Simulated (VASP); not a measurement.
# Al2O3 (P-3m1) in VASP: a series of runs

The runs below take Al2O3 through single point, with r2SCAN.

Program: VASP 6.6.1. These are calculated values, not measurements. Logs are shortened: lines on timing, memory, paths and dates and some standing lists are left out, and cuts for length are marked.

### Step 1. The cell of the first run

Symmetry: P-3m1, No. 164, trigonal system. The conventional cell has a = 2.897 Å, b = 2.897 Å, c = 7.272 Å, α = 90.00°, β = 90.00°, γ = 120.00°. Al (site symmetry 3m) has 4 O at 1.61 to 1.77 Å within 2.1 Å. Within 2.3 Å of O (site symmetry 3m) lie 3 Al at 1.77 Å. O (site symmetry -3m) has 2 Al at 1.61 Å within 2.1 Å.

### Step 2. Single point, r2SCAN (strain -0.040 along x and y, -0.040 along z)

POSCAR reads:

```
Al2O3
1.0
    2.8967832423      0.0000000000      0.0000000000
   -1.4483916211      2.5086878770      0.0000000000
    0.0000000000      0.0000000000      7.2716505621
Al O
2 3
Direct
    0.0000000000      0.0000000000      0.2779510000
    0.0000000000      0.0000000000      0.7220490000
    0.3333333333      0.6666666667      0.1994540000
    0.6666666667      0.3333333333      0.8005460000
    0.0000000000      0.0000000000      0.5000000000
```

INCAR.step1 reads:

```
SYSTEM = Al2O3
  PREC = Accurate
  ENCUT = 520
  ISMEAR = 0
  SIGMA = 0.05
  LREAL = .False.
  LASPH = .True.
  NELM = 60
  NBANDS = 20
  GGA = PE
  ALGO = Normal
  EDIFF = 1E-4
  LWAVE = .True.
  LCHARG = .False.
```

INCAR.step2 reads:

```
SYSTEM = Al2O3
  PREC = Accurate
  ENCUT = 520
  EDIFF = 1E-6
  ISMEAR = 0
  SIGMA = 0.05
  LREAL = .False.
  LASPH = .True.
  NELM = 60
  ALGO = Normal
  ISIF = 2
  LWAVE = .False.
  LCHARG = .False.
  METAGGA = R2SCAN
  LMIXTAU = .True.
  NBANDS = 20
  ISTART = 1
```

KPOINTS reads:

```
Automatic mesh
0
Gamma
  12 12 4
  0 0 0
```

Potentials or basis: VASP PAW PBE potentials, release 64 (Al, O).

Started as:

```
cat potpaw_PBE.64/Al/POTCAR potpaw_PBE.64/O/POTCAR > POTCAR
cp INCAR.step1 INCAR
mpirun -np 1 vasp_std > vasp.out
cp INCAR.step2 INCAR
mpirun -np 1 vasp_std > vasp.out
```

OUTCAR:

```text
SYSTEM = Al2O3
   PREC = Accurate
   ENCUT = 520
   EDIFF = 1E-6
   ISMEAR = 0
   LREAL = .False.
   LASPH = .True.
   NELM = 60
   ISIF = 2
   METAGGA = R2SCAN
   ISTART = 1

 ion  position               nearest neighbor table
   1  0.000  0.000  0.278-   5 1.61   3 1.77   3 1.77   3 1.77   2 3.23
   2  0.000  0.000  0.722-   5 1.61   4 1.77   4 1.77   4 1.77   1 3.23
   3  0.333  0.667  0.199-   1 1.77   1 1.77   1 1.77
   4  0.667  0.333  0.801-   2 1.77   2 1.77   2 1.77
   5  0.000  0.000  0.500-   1 1.61   2 1.61

  LATTYP: Found a hexagonal cell.
 ALAT       =     2.8967832423
 C/A-ratio  =     2.5102501478

  Lattice vectors:

 A1 = (   2.8967832423,   0.0000000000,   0.0000000000)
 A2 = (  -1.4483916211,   2.5086878770,   0.0000000000)
 A3 = (   0.0000000000,   0.0000000000,   7.2716505621)

Analysis of symmetry for initial positions (statically):
=====================================================================
 Subroutine PRICEL returns:
 Original cell was already a primitive cell.

 Routine SETGRP: Setting up the symmetry group for a
 hexagonal supercell.

 Subroutine GETGRP returns: Found 12 space group operations
 (whereof 12 operations were pure point group operations)
 out of a pool of 24 trial point group operations.

The static configuration has the point symmetry D_3d.

Analysis of symmetry for dynamics (positions and initial velocities):
=====================================================================
 Subroutine PRICEL returns:
 Original cell was already a primitive cell.

 Routine SETGRP: Setting up the symmetry group for a
 hexagonal supercell.

 Subroutine GETGRP returns: Found 12 space group operations
 (whereof 12 operations were pure point group operations)
 out of a pool of 24 trial point group operations.

The dynamic configuration has the point symmetry D_3d.

 Subroutine INISYM returns: Found 12 space group operations
 (whereof 12 operations are pure point group operations),
 and found     1 'primitive' translations

----------------------------------------------------------------------------------------

                                     Primitive cell

  volume of cell :      52.8440

  direct lattice vectors                    reciprocal lattice vectors
     2.896783242  0.000000000  0.000000000     0.345210503  0.199307377  0.000000000
    -1.448391621  2.508687877  0.000000000     0.000000000  0.398614754  0.000000000
     0.000000000  0.000000000  7.271650562     0.000000000  0.000000000  0.137520360

  length of vectors
     2.896783242  2.896783242  7.271650562     0.398614754  0.398614754  0.137520360

  position of ions in fractional coordinates (direct lattice)
     0.000000000  0.000000000  0.277951000
     0.000000000  0.000000000  0.722049000
     0.333333333  0.666666667  0.199454000
     0.666666667  0.333333333  0.800546000
     0.000000000  0.000000000  0.500000000

  ion indices of the primitive-cell ions
   primitive index   ion index
                 1           1
                 2           2
                 3           3
                 4           4
                 5           5

----------------------------------------------------------------------------------------

 KPOINTS: Automatic mesh

Automatic generation of k-mesh.
 Grid dimensions read from file:
 generate k-points for:   12   12    4

 Generating k-lattice:

  Cartesian coordinates                     Fractional coordinates (reciprocal lattice)
     0.028767542  0.016608948  0.000000000     0.083333333  0.000000000  0.000000000
     0.000000000  0.033217896  0.000000000     0.000000000  0.083333333  0.000000000
     0.000000000  0.000000000  0.034380090     0.000000000  0.000000000  0.250000000

  Length of vectors
     0.033217896  0.033217896  0.034380090

  Shift w.r.t. Gamma in fractional coordinates (k-lattice)
     0.000000000  0.000000000  0.000000000

 Subroutine IBZKPT returns following result:
 ===========================================

 Found     69 irreducible k-points:

 Following reciprocal coordinates:
            Coordinates               Weight
  0.000000  0.000000  0.000000      1.000000
  0.083333 -0.000000  0.000000      6.000000
  0.166667  0.000000  0.000000      6.000000
  0.250000 -0.000000  0.000000      6.000000
  0.333333 -0.000000  0.000000      6.000000
  0.416667 -0.000000  0.000000      6.000000
[... 16 lines left out ...]
  0.166667  0.000000  0.250000      6.000000
  0.000000  0.166667  0.250000      6.000000
 [... further k-points ...]
   k-points           NKPTS =     69   k-points in BZ     NKDIM =     69   number of bands    NBANDS=     20
   number of dos      NEDOS =    301   number of ions     NIONS =      5
   total plane-waves  NPLWV =  31104
   dimension x,y,z NGX =    24 NGY =   24 NGZ =   54
   dimension x,y,z NGXF=    48 NGYF=   48 NGZF=  108
   ions per type =               2   3
   NGX,Y,Z   is equivalent  to a cutoff of  13.77, 13.77, 12.35 a.u.
   NGXF,Y,Z  is equivalent  to a cutoff of  27.55, 27.55, 24.69 a.u.
 SYSTEM =  Al2O3
   PREC   = accura    normal or accurate (medium, high low for compatibility)
   ISTART =      1    job   : 0-new  1-cont  2-samecut
   ICHARG =      0    charge: 1-file 2-atom 10-const
   ISPIN  =      1    spin polarized calculation?
   LNONCOLLINEAR =      F non collinear calculations
   LSORBIT =      F    spin-orbit coupling
   LASPH  =      T    aspherical Exc in radial PAW
   ENCUT  =  520.0 eV  38.22 Ry    6.18 a.u.   5.39  5.39 13.52*2*pi/ulx,y,z
   NELM   =     60;   NELMIN=  2; NELMDL=  0     # of ELM steps
   EDIFF  = 0.1E-05   stopping-criterion for ELM
   LREAL  =      F    real-space projection
   EDIFFG = 0.1E-04   stopping-criterion for IOM
   NSW    =      0    number of steps for IOM
   IBRION =     -1    ionic relax: 0-MD 1-quasi-New 2-CG
   NFREE  =      0    steps in history (QN), initial steepest desc. (CG)
   ISIF   =      2    stress and relaxation
   ISYM   =      2    0-nonsym 1-usesym 2-fastsym
   POTIM  = 0.5000    time-step for ionic-motion
   TEBEG  =    0.0;   TEEND  =   0.0 temperature during run
   PSTRESS=    0.0 pullay stress
   NELECT =      24.0000    total number of electrons
   NUPDOWN=      -1.0000    fix difference up-down
   EMIN   =  10.00;   EMAX   =-10.00  energy-range for DOS
   EFERMI =   0.00;   METHOD = LEGACY
   ISMEAR =     0;   SIGMA  =   0.05  broadening in eV -4-tet -1-fermi 0-gaus
   EFERMI_NEDOS =   21; number of points for ismear=-14 and -15
   IALGO  =     38    algorithm
   IMIX   =      4    mixing-type and parameters
     AMIX     =   0.40;   BMIX     =  1.00
     AMIX_MAG =   1.60;   BMIX_MAG =  1.00
  volume/ion in A,a.u.               =      10.57        71.32
  Fermi-wavevector in a.u.,A,eV,Ry     =   1.258385  2.378002 21.545255  1.583532
  Thomas-Fermi vector in A             =   2.391997
   LORBIT       =      0    0 simple, 1 ext, 2 COOP (PROOUT), +10 PAW based schemes
   METAGGA = R2SCAN    functional components
   LHFCALC =     F    Hartree Fock is set to
   AEXX    =    0.0000 exact exchange contribution
   IVDW    =     0    specifies the selected vdW correction
   LEPSILON=     F    determine dielectric tensor
   LRPA    =     F    only Hartree local field effects (RPA)
 non-spin polarized calculation
 Gauss-broadening in eV      SIGMA  =   0.05
  energy-cutoff  :      520.00
  volume of cell :       52.84
 maximum number of plane-waves:      1468
 NGX is ok and might be reduce to    24
   NGX = 11   NGY = 11   NGZ = 27

 number of electron      23.9999995 magnetization

 Free energy of the ion-electron system (eV)
  ---------------------------------------------------
  ext. energy  EPLUGINS =         0.00000000
  ---------------------------------------------------
  free energy    TOTEN  =       -46.36163014 eV

  energy without entropy =      -46.36163014  energy(sigma->0) =      -46.36163014

 E-fermi :   4.7731     XC(G=0): -10.7280

 val. band max:        4.4897317618   @ k =   0.0000   0.0000   0.0000
 cond. band min:       8.3836014504   @ k =   0.0000   0.0000   0.0000
 fundamental gap:      3.8938696887
 Fermi energy:         4.7731105032

 k-point     1 :       0.0000    0.0000    0.0000
  band No.  band energies     occupation
      1     -16.7825      2.00000
      2     -16.5294      2.00000
      3     -13.7491      2.00000
      4      -1.7296      2.00000
      5      -0.5511      2.00000
      6       0.4798      2.00000
[... 12 lines left out ...]
     19      18.7655      0.00000
     20      19.0797      0.00000

 k-point     2 :       0.0833   -0.0000    0.0000
  band No.  band energies     occupation
      1     -16.7180      2.00000
      2     -16.4728      2.00000
      3     -13.7123      2.00000
      4      -1.6907      2.00000
      5      -0.5250      2.00000
      6       0.2050      2.00000
[... 12 lines left out ...]
     19      18.8328      0.00000
     20      18.9597      0.00000

 k-point     3 :       0.1667    0.0000    0.0000
  band No.  band energies     occupation
      1     -16.5353      2.00000
      2     -16.3143      2.00000
      3     -13.6110      2.00000
      4      -1.6674      2.00000
      5      -0.7070      2.00000
      6      -0.3271      2.00000
[... 12 lines left out ...]
     19      18.7235      0.00000
     20      19.4447      0.00000

 k-point     4 :       0.2500   -0.0000    0.0000
  band No.  band energies     occupation
      1     -16.2694      2.00000
      2     -16.0881      2.00000
      3     -13.4713      2.00000
      4      -2.0106      2.00000
      5      -1.5201      2.00000
      6      -0.5387      2.00000
[... 429 lines left out ...]
 k-point    23 :       0.1667    0.0000    0.2500
  band No.  band energies     occupation
      1     -16.5060      2.00000
      2     -16.3476      2.00000
      3     -13.6053      2.00000
      4      -1.7381      2.00000
      5      -0.6774      2.00000
      6      -0.4944      2.00000
[... 12 lines left out ...]
     19      18.8365      0.00000
     20      19.3550      0.00000

 k-point    24 :       0.0000    0.1667    0.2500
  band No.  band energies     occupation
      1     -16.5043      2.00000
      2     -16.3495      2.00000
      3     -13.6049      2.00000
      4      -1.7554      2.00000
      5      -0.7232      2.00000
      6      -0.4794      2.00000
[... 12 lines left out ...]
     19      19.1983      0.00000
     20      19.4689      0.00000

 [... further k-points ...]

------------------------ aborting loop because EDIFF is reached ----------------------------------------

  FORCE on cell =-STRESS in cart. coord.  units (eV):
  Direction    XX          YY          ZZ          XY          YZ          ZX
  --------------------------------------------------------------------------------------
  -------------------------------------------------------------------------------------
  Total        5.7228978      5.7228978      7.7350516      0.0000000     -0.0000000     -0.0000000
  in kB      173.5125692    173.5125692    234.5190711      0.0000000     -0.0000000     -0.0000000
  external PRESSURE =     193.8480698 kB  Pullay stress =       0.0000000 kB

 VOLUME and BASIS-vectors are now :
 -----------------------------------------------------------------------------
  energy-cutoff  :      520.00
  volume of cell :       52.84
      direct lattice vectors                 reciprocal lattice vectors
     2.896783242  0.000000000  0.000000000     0.345210503  0.199307377  0.000000000
    -1.448391621  2.508687877  0.000000000     0.000000000  0.398614754  0.000000000
     0.000000000  0.000000000  7.271650562     0.000000000  0.000000000  0.137520360

 POSITION                                       TOTAL-FORCE (eV/Angst)
 -----------------------------------------------------------------------------------
      0.00000      0.00000      2.02116         0.000000     -0.000000     -1.268720
      0.00000      0.00000      5.25049        -0.000000      0.000000      1.268720
     -0.00000      1.67246      1.45036        -0.000000     -0.000000     -0.756342
      1.44839      0.83623      5.82129         0.000000      0.000000      0.756342
      0.00000      0.00000      3.63583        -0.000000      0.000000      0.000000
 -----------------------------------------------------------------------------------
    total drift:                                0.000000      0.000000     -0.000000

  FREE ENERGIE OF THE ION-ELECTRON SYSTEM (eV)
  ---------------------------------------------------
  free  energy   TOTEN  =       -46.3616301352 eV

  energy  without entropy=      -46.3616301352  energy(sigma->0) =      -46.36163014
```

Run time: 3.3 min. Hardware: 1 thread of Intel Xeon Platinum 8375C at 2.90GHz (Ice Lake), shared host; peak memory 0.21 GiB.

Results:

```yaml
Free_energy: -46.3616 eV
Pressure: 19.4 GPa
Largest_force: 1.269 eV/Å
Band_gap_on_the_k_mesh: 3.89 eV
```

Forces in eV/Å, atoms in the order of the input:
```
Al   0.000  0.000 -1.269
Al   0.000  0.000  1.269
O    0.000  0.000 -0.756
O    0.000  0.000  0.756
O    0.000  0.000  0.000
```

Stress tensor (GPa, compression positive):
```
17.35  0.00  0.00
 0.00 17.35  0.00
 0.00  0.00 23.45
```

Caveat: the cell differs from its parent crystal (strain -0.040 along x and y, -0.040 along z); the cell stands under pressure; the PAW data sets were made with another functional, which shifts forces and pressure a little. A k mesh can miss the band edges.

### Step 3. Single point, r2SCAN (strain -0.080 along x and y, +0.080 along z)

POSCAR, as its differences from that of step 2:

```diff
@@ -2,5 +2,5 @@
 1.0
-    2.8967832423      0.0000000000      0.0000000000
-   -1.4483916211      2.5086878770      0.0000000000
-    0.0000000000      0.0000000000      7.2716505621
+    2.7760839405      0.0000000000      0.0000000000
+   -1.3880419702      2.4041592155      0.0000000000
+    0.0000000000      0.0000000000      8.1806068824
 Al O
```

INCAR.step1 reads:

```
SYSTEM = Al2O3
ALGO     = Normal         ! electronic algorithm
EDIFF    = 1E-4           ! SCF threshold, eV
ENCUT    = 520            ! plane-wave cutoff, eV
GGA      = PE             ! functional
ISMEAR   = 0              ! smearing method
LASPH    = .TRUE.         ! aspherical terms in the spheres
LCHARG   = .FALSE.        ! write CHGCAR
LREAL    = .FALSE.        ! projectors in reciprocal space
LWAVE    = .TRUE.         ! write WAVECAR
NBANDS   = 20             ! bands
NELM     = 80             ! most SCF steps
PREC     = Accurate       ! precision mode
SIGMA    = 0.05           ! smearing width, eV
```

INCAR.step2 reads:

```
SYSTEM = Al2O3
ALGO     = Normal         ! electronic algorithm
EDIFF    = 1E-7           ! SCF threshold, eV
ENCUT    = 520            ! plane-wave cutoff, eV
ISIF     = 2              ! what is computed and relaxed
ISMEAR   = 0              ! smearing method
ISTART   = 1            
LASPH    = .TRUE.         ! aspherical terms in the spheres
LCHARG   = .FALSE.        ! write CHGCAR
LMIXTAU  = .TRUE.       
LREAL    = .FALSE.        ! projectors in reciprocal space
LWAVE    = .FALSE.        ! write WAVECAR
METAGGA  = R2SCAN         ! meta-GGA
NBANDS   = 20             ! bands
NELM     = 80             ! most SCF steps
PREC     = Accurate       ! precision mode
SIGMA    = 0.05           ! smearing width, eV
```

KPOINTS reads:

```
k-points
0
G
  12 12 4
  0 0 0
```

Potentials or basis: VASP PAW PBE potentials, release 64 (Al, O).

Started as:

```
cat potpaw_PBE.64/Al/POTCAR potpaw_PBE.64/O/POTCAR > POTCAR
cp INCAR.step1 INCAR
mpirun -np 1 vasp_std > vasp.out
cp INCAR.step2 INCAR
mpirun -np 1 vasp_std > vasp.out
```

It took 3.9 min on 1 thread of Intel Xeon Platinum 8375C at 2.90GHz (Ice Lake), shared host; peak memory 0.22 GiB.

Results (log left out):

* Free energy: -45.0665 eV
* Pressure: 13.6 GPa
* Largest force: 4.570 eV/Å
* Band gap on the k mesh: 1.51 eV

Forces on the atoms (eV/Å):
```
Al   0.000  0.000  4.570
Al   0.000  0.000 -4.570
O    0.000  0.000 -0.677
O    0.000  0.000  0.677
O    0.000  0.000  0.000
```

Stress tensor (GPa, compression positive):
```
 40.15   0.00   0.00
  0.00  40.15   0.00
  0.00   0.00 -39.56
```

Levels at points of the mesh, in eV from the valence-band top:
| k point | band 8 | band 9 | band 10 | band 11 | band 12 | band 13 | band 14 | band 15 | band 16 | band 17 |
| --- | --- | --- | --- | --- | --- | --- | --- | --- | --- | --- |
| (0.00, 0.00, 0.00) | -6.40 | -6.40 | -4.76 | 0.00 | 0.00 | 1.51 | 4.07 | 6.17 | 9.29 | 9.45 |
| (0.50, 0.00, 0.00) | -6.80 | -6.29 | -4.70 | -3.64 | -0.77 | 3.05 | 4.85 | 8.04 | 8.32 | 8.77 |
| (0.00, 0.00, 0.50) | -6.40 | -6.40 | -5.14 | 0.00 | 0.00 | 2.41 | 2.91 | 7.23 | 7.76 | 10.54 |
| (0.50, 0.00, 0.50) | -6.69 | -6.45 | -4.68 | -3.62 | -0.77 | 3.35 | 4.42 | 7.38 | 8.59 | 9.65 |

Caveat: the cell differs from its parent crystal (strain -0.080 along x and y, +0.080 along z); the cell stands under pressure; the PAW data sets were made with another functional, which shifts forces and pressure a little. A k mesh can miss the band edges.

(Continued in part 2 of 3.)
